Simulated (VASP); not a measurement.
# Cu (P6/mmm) in VASP: further runs

The runs below take Cu through single point, with BLYP.

All numbers are computed with VASP 6.6.1; they aren't measurements. Logs are shortened: lines on timing, memory, paths and dates and some standing lists are left out, and cuts for length are marked.

**1. The cell of the first run**

Symmetry: P6/mmm, No. 191, hexagonal system. The conventional cell has a = 4.373 Å, b = 4.373 Å, c = 2.626 Å, α = 90.00°, β = 90.00°, γ = 120.00°. Within 3.5 Å of Cu (site symmetry 6/mmm) lie 14 Cu at 2.63 to 2.85 Å. Cu (site symmetry -6m2) has 11 Cu at 2.52 to 2.85 Å within 3.3 Å.

This isn't the form of Cu at room conditions, which is fcc.

**2. Single point, BLYP (14.50 Å³/atom)**

Contents of INCAR:

```
SYSTEM = Cu
PREC = Accurate
ENCUT = 520
EDIFF = 1E-7
ISMEAR = -1
SIGMA = 0.1
LREAL = .FALSE.
LASPH = .TRUE.
NELM = 60
ALGO = Normal
ISIF = 2
LWAVE = .FALSE.
LCHARG = .FALSE.
GGA = B5
ALDAX = 1.0
AGGAX = 1.0
AGGAC = 1.0
ALDAC = 0.0
NBANDS = 24
```

Contents of KPOINTS:

```
Automatic mesh
0
G
  10 10 14
  0 0 0
```

Contents of POSCAR:

```
Cu
1.0
    4.3731510432      0.0000000000      0.0000000000
   -2.1865755216      3.7872598980      0.0000000000
    0.0000000000      0.0000000000      2.6256087982
Cu
3
Direct
    1.0000000000      1.0000000000      0.0000000000
    0.3333333333      0.6666666667      0.5000000000
    0.6666666667      0.3333333333      0.5000000000
```

Potentials or basis: VASP PAW PBE potentials, release 64 (Cu).

Started as:

```console
$ cat potpaw_PBE.64/Cu/POTCAR > POTCAR
$ mpirun -np 1 vasp_std > vasp.out
```

OUTCAR:

```text
SYSTEM = Cu
   PREC = Accurate
   ENCUT = 520
   EDIFF = 1E-7
   ISMEAR = -1
   LREAL = .FALSE.
   LASPH = .TRUE.
   NELM = 60
   ISIF = 2
   GGA = B5

 ion  position               nearest neighbor table
   1  0.000  0.000  0.000-
   2  0.333  0.667  0.500-   3 2.52   3 2.52   3 2.52
   3  0.667  0.333  0.500-   2 2.52   2 2.52   2 2.52

  LATTYP: Found a hexagonal cell.
 ALAT       =     4.3731510432
 C/A-ratio  =     0.6003928911

  Lattice vectors:

 A1 = (   4.3731510432,   0.0000000000,   0.0000000000)
 A2 = (  -2.1865755216,   3.7872598980,   0.0000000000)
 A3 = (   0.0000000000,   0.0000000000,   2.6256087982)

Analysis of symmetry for initial positions (statically):
=====================================================================
 Subroutine PRICEL returns:
 Original cell was already a primitive cell.

 Routine SETGRP: Setting up the symmetry group for a
 hexagonal supercell.

 Subroutine GETGRP returns: Found 24 space group operations
 (whereof 24 operations were pure point group operations)
 out of a pool of 24 trial point group operations.

The static configuration has the point symmetry D_6h.

Analysis of symmetry for dynamics (positions and initial velocities):
=====================================================================
 Subroutine PRICEL returns:
 Original cell was already a primitive cell.

 Routine SETGRP: Setting up the symmetry group for a
 hexagonal supercell.

 Subroutine GETGRP returns: Found 24 space group operations
 (whereof 24 operations were pure point group operations)
 out of a pool of 24 trial point group operations.

The dynamic configuration has the point symmetry D_6h.

 Subroutine INISYM returns: Found 24 space group operations
 (whereof 24 operations are pure point group operations),
 and found     1 'primitive' translations

----------------------------------------------------------------------------------------

                                     Primitive cell

  volume of cell :      43.4860

  direct lattice vectors                    reciprocal lattice vectors
     4.373151043  0.000000000  0.000000000     0.228668068  0.132021571  0.000000000
    -2.186575522  3.787259898  0.000000000     0.000000000  0.264043141  0.000000000
     0.000000000  0.000000000  2.625608798     0.000000000  0.000000000  0.380864050

  length of vectors
     4.373151043  4.373151043  2.625608798     0.264043141  0.264043141  0.380864050

  position of ions in fractional coordinates (direct lattice)
     0.000000000  0.000000000  0.000000000
     0.333333333  0.666666667  0.500000000
     0.666666667  0.333333333  0.500000000

  ion indices of the primitive-cell ions
   primitive index   ion index
                 1           1
                 2           2
                 3           3

----------------------------------------------------------------------------------------

 KPOINTS: Automatic mesh

Automatic generation of k-mesh.
 Grid dimensions read from file:
 generate k-points for:   10   10   14

 Generating k-lattice:

  Cartesian coordinates                     Fractional coordinates (reciprocal lattice)
     0.022866807  0.013202157  0.000000000     0.100000000 -0.000000000  0.000000000
     0.000000000  0.026404314  0.000000000     0.000000000  0.100000000  0.000000000
     0.000000000  0.000000000  0.027204575     0.000000000  0.000000000  0.071428571

  Length of vectors
     0.026404314  0.026404314  0.027204575

  Shift w.r.t. Gamma in fractional coordinates (k-lattice)
     0.000000000  0.000000000  0.000000000

 Subroutine IBZKPT returns following result:
 ===========================================

 Found    112 irreducible k-points:

 Following reciprocal coordinates:
            Coordinates               Weight
  0.000000  0.000000  0.000000      1.000000
  0.100000  0.000000  0.000000      6.000000
  0.200000  0.000000  0.000000      6.000000
  0.300000  0.000000  0.000000      6.000000
  0.400000  0.000000  0.000000      6.000000
  0.500000  0.000000  0.000000      3.000000
[... 16 lines left out ...]
  0.300000  0.100000  0.071429     24.000000
  0.400000  0.100000  0.071429     24.000000
 [... further k-points ...]
   k-points           NKPTS =    112   k-points in BZ     NKDIM =    112   number of bands    NBANDS=     24
   number of dos      NEDOS =    301   number of ions     NIONS =      3
   total plane-waves  NPLWV =  25920
   dimension x,y,z NGX =    36 NGY =   36 NGZ =   20
   dimension x,y,z NGXF=    72 NGYF=   72 NGZF=   40
   ions per type =               3
   NGX,Y,Z   is equivalent  to a cutoff of  13.69, 13.69, 12.66 a.u.
   NGXF,Y,Z  is equivalent  to a cutoff of  27.37, 27.37, 25.33 a.u.
 SYSTEM =  Cu
   PREC   = accura    normal or accurate (medium, high low for compatibility)
   ISTART =      0    job   : 0-new  1-cont  2-samecut
   ICHARG =      2    charge: 1-file 2-atom 10-const
   ISPIN  =      1    spin polarized calculation?
   LNONCOLLINEAR =      F non collinear calculations
   LSORBIT =      F    spin-orbit coupling
   LASPH  =      T    aspherical Exc in radial PAW
   ENCUT  =  520.0 eV  38.22 Ry    6.18 a.u.   8.13  8.13  4.88*2*pi/ulx,y,z
   NELM   =     60;   NELMIN=  2; NELMDL= -5     # of ELM steps
   EDIFF  = 0.1E-06   stopping-criterion for ELM
   LREAL  =      F    real-space projection
   EDIFFG = 0.1E-05   stopping-criterion for IOM
   NSW    =      0    number of steps for IOM
   IBRION =     -1    ionic relax: 0-MD 1-quasi-New 2-CG
   NFREE  =      0    steps in history (QN), initial steepest desc. (CG)
   ISIF   =      2    stress and relaxation
   ISYM   =      2    0-nonsym 1-usesym 2-fastsym
   POTIM  = 0.5000    time-step for ionic-motion
   TEBEG  =    0.0;   TEEND  =   0.0 temperature during run
   PSTRESS=    0.0 pullay stress
   NELECT =      33.0000    total number of electrons
   NUPDOWN=      -1.0000    fix difference up-down
   EMIN   =  10.00;   EMAX   =-10.00  energy-range for DOS
   EFERMI =   0.00;   METHOD = LEGACY
   ISMEAR =    -1;   SIGMA  =   0.10  broadening in eV -4-tet -1-fermi 0-gaus
   EFERMI_NEDOS =   21; number of points for ismear=-14 and -15
   IALGO  =     38    algorithm
   IMIX   =      4    mixing-type and parameters
     AMIX     =   0.40;   BMIX     =  1.00
     AMIX_MAG =   1.60;   BMIX_MAG =  1.00
  volume/ion in A,a.u.               =      14.50        97.82
  Fermi-wavevector in a.u.,A,eV,Ry     =   1.493240  2.821814 30.337803  2.229766
  Thomas-Fermi vector in A             =   2.605666
   LORBIT       =      0    0 simple, 1 ext, 2 COOP (PROOUT), +10 PAW based schemes
   GGA     = B5    functional components
   LHFCALC =     F    Hartree Fock is set to
   AEXX    =    0.0000 exact exchange contribution
   IVDW    =     0    specifies the selected vdW correction
   LEPSILON=     F    determine dielectric tensor
   LRPA    =     F    only Hartree local field effects (RPA)
 non-spin polarized calculation
  energy-cutoff  :      520.00
  volume of cell :       43.49
 maximum number of plane-waves:      1188
 NGX is ok and might be reduce to    36
   NGX = 17   NGY = 17   NGZ =  9

 number of electron      33.0000006 magnetization

 Free energy of the ion-electron system (eV)
  ---------------------------------------------------
  ext. energy  EPLUGINS =         0.00000000
  ---------------------------------------------------
  free energy    TOTEN  =        -8.64280921 eV

  energy without entropy =       -8.61087852  energy(sigma->0) =       -8.62684387

 E-fermi :   5.7982     XC(G=0): -11.0207

 val. band max:        5.7905991621   @ k =   0.4000   0.2000   0.2143
 cond. band min:       5.8271621150   @ k =   0.5000   0.0000   0.4286
 fundamental gap:      0.0365629529
 Fermi energy:         5.7981787636

 k-point     1 :       0.0000    0.0000    0.0000
  band No.  band energies     occupation
      1      -2.0652      2.00000
      2       2.0828      2.00000
      3       2.7451      2.00000
      4       2.8107      2.00000
      5       2.8107      2.00000
      6       2.8674      2.00000
[... 16 lines left out ...]
     23      19.0892      0.00000
     24      23.9326      0.00000

 k-point     2 :       0.1000    0.0000    0.0000
  band No.  band energies     occupation
      1      -1.9553      2.00000
      2       2.0849      2.00000
      3       2.5664      2.00000
      4       2.7124      2.00000
      5       2.7300      2.00000
      6       2.9245      2.00000
[... 16 lines left out ...]
     23      19.2369      0.00000
     24      23.9750      0.00000

 k-point     3 :       0.2000    0.0000    0.0000
  band No.  band energies     occupation
      1      -1.6290      2.00000
      2       2.0449      2.00000
      3       2.3174      2.00000
      4       2.5785      2.00000
      5       2.6589      2.00000
      6       2.9088      2.00000
[... 16 lines left out ...]
     23      19.6728      0.00000
     24      24.0564      0.00000

 k-point     4 :       0.3000    0.0000    0.0000
  band No.  band energies     occupation
      1      -1.0977      2.00000
      2       1.8560      2.00000
      3       2.0143      2.00000
      4       2.4897      2.00000
      5       2.6595      2.00000
      6       2.8473      2.00000
[... 16 lines left out ...]
     23      20.3776      0.00000
     24      22.3668      0.00000

 k-point     5 :       0.4000    0.0000    0.0000
  band No.  band energies     occupation
      1      -0.3866      2.00000
      2       1.2908      2.00000
      3       1.7687      2.00000
      4       2.5475      2.00000
      5       2.6904      2.00000
      6       2.7559      2.00000
[... 451 lines left out ...]
 k-point    22 :       0.2000    0.1000    0.0714
  band No.  band energies     occupation
      1      -1.1959      2.00000
      2       2.0055      2.00000
      3       2.1848      2.00000
      4       2.4701      2.00000
      5       2.7492      2.00000
      6       2.9388      2.00000
[... 16 lines left out ...]
     23      18.6260      0.00000
     24      22.3177      0.00000

 k-point    23 :       0.3000    0.1000    0.0714
  band No.  band energies     occupation
      1      -0.5788      2.00000
      2       1.6930      2.00000
      3       1.8860      2.00000
      4       2.5278      2.00000
      5       2.7198      2.00000
      6       2.8658      2.00000
[... 16 lines left out ...]
     23      19.3226      0.00000
     24      19.9687      0.00000

 k-point    24 :       0.4000    0.1000    0.0714
  band No.  band energies     occupation
      1       0.1872      2.00000
      2       1.0103      2.00000
      3       1.7462      2.00000
      4       2.6299      2.00000
      5       2.7148      2.00000
      6       2.7684      2.00000
[... 16 lines left out ...]
     23      20.1882      0.00000
     24      20.5315      0.00000

 [... further k-points ...]

------------------------ aborting loop because EDIFF is reached ----------------------------------------

  FORCE on cell =-STRESS in cart. coord.  units (eV):
  Direction    XX          YY          ZZ          XY          YZ          ZX
  --------------------------------------------------------------------------------------
  -------------------------------------------------------------------------------------
  Total       -2.3771415     -2.3771415     -2.3768420      0.0000000      0.0000000      0.0000000
  in kB      -87.5822319    -87.5822319    -87.5711962      0.0000000      0.0000000      0.0000000
  external PRESSURE =     -87.5785533 kB  Pullay stress =       0.0000000 kB

 VOLUME and BASIS-vectors are now :
 -----------------------------------------------------------------------------
  energy-cutoff  :      520.00
  volume of cell :       43.49
      direct lattice vectors                 reciprocal lattice vectors
     4.373151043  0.000000000  0.000000000     0.228668068  0.132021571  0.000000000
    -2.186575522  3.787259898  0.000000000     0.000000000  0.264043141  0.000000000
     0.000000000  0.000000000  2.625608798     0.000000000  0.000000000  0.380864050

 POSITION                                       TOTAL-FORCE (eV/Angst)
 -----------------------------------------------------------------------------------
      0.00000      0.00000      0.00000        -0.000000      0.000000      0.000000
     -0.00000      2.52484      1.31280         0.000000      0.000000     -0.000000
      2.18658      1.26242      1.31280        -0.000000     -0.000000      0.000000
 -----------------------------------------------------------------------------------
    total drift:                                0.000000      0.000000     -0.000000

  FREE ENERGIE OF THE ION-ELECTRON SYSTEM (eV)
  ---------------------------------------------------
  free  energy   TOTEN  =        -8.6428092150 eV

  energy  without entropy=       -8.6108785163  energy(sigma->0) =       -8.62684387
```

Wall time 4.8 min (1 thread of AMD EPYC 7R13, shared host); peak memory 0.2 GiB.

What came out:

```
Free energy            : -8.6428 eV
Pressure               : -8.8 GPa
Band gap on the k mesh : zero (an odd number of electrons rules out a gap without spin polarisation)
```

Caveat: the cell stands under tension; the PAW data sets were made with another functional, which shifts forces and pressure a little.

**3. Single point, BLYP**

This run uses another cell than the first one, of 12.94 Å³/atom.

Contents of INCAR:

```
  PREC = Accurate
  ENCUT = 520
  EDIFF = 1E-6
  ISMEAR = -1
  SIGMA = 0.1
  LREAL = False
  LASPH = True
  NELM = 100
  ALGO = Normal
  ISIF = 2
  LWAVE = False
  LCHARG = False
  GGA = B5
  ALDAX = 1.0
  AGGAX = 1.0
  AGGAC = 1.0
  ALDAC = 0.0
  NBANDS = 24
```

Contents of KPOINTS:

```
regular mesh
0
Gamma
  11 11 16
```

Contents of POSCAR:

```
Cu
1.0
    4.2110313054      0.0000000000      0.0000000000
   -2.1055156527      3.6468600866      0.0000000000
    0.0000000000      0.0000000000      2.5282732601
Cu
3
Direct
    1.0000000000      1.0000000000      0.0000000000
    0.3333333333      0.6666666667      0.5000000000
    0.6666666667      0.3333333333      0.5000000000
```

Potentials or basis: VASP PAW PBE potentials, release 64 (Cu).

Started as:

```console
$ cat potpaw_PBE.64/Cu/POTCAR > POTCAR
$ mpirun -np 1 vasp_std > vasp.out
```

Wall time 3.8 min (1 thread of AMD EPYC 7R13, shared host); peak memory 0.2 GiB.

The run converged. Its results:

```
Free energy            : -8.7768 eV
Pressure               : 0.6 GPa
Band gap on the k mesh : zero (an odd number of electrons rules out a gap without spin polarisation)
```

Stress tensor (GPa, compression positive):
```
0.79 0.00 0.00
0.00 0.79 0.00
0.00 0.00 0.28
```

Levels at points of the mesh, in eV from the Fermi level:
```tsv
k point	band 12	band 13	band 14	band 15	band 16	band 17	band 18	band 19	band 20	band 21
(0.00, 0.00, 0.00)	-2.35	-2.30	-2.30	-1.62	-1.62	4.42	4.42	4.42	4.42	5.42
(0.00, 0.00, 0.50)	-1.88	-1.74	-1.74	-1.35	-0.33	0.19	7.81	8.16	8.16	9.25
```

Caveat: the PAW data sets were made with another functional, which shifts forces and pressure a little.

The gap in the log of VASP goes by the Fermi energy; the results here count the filled bands.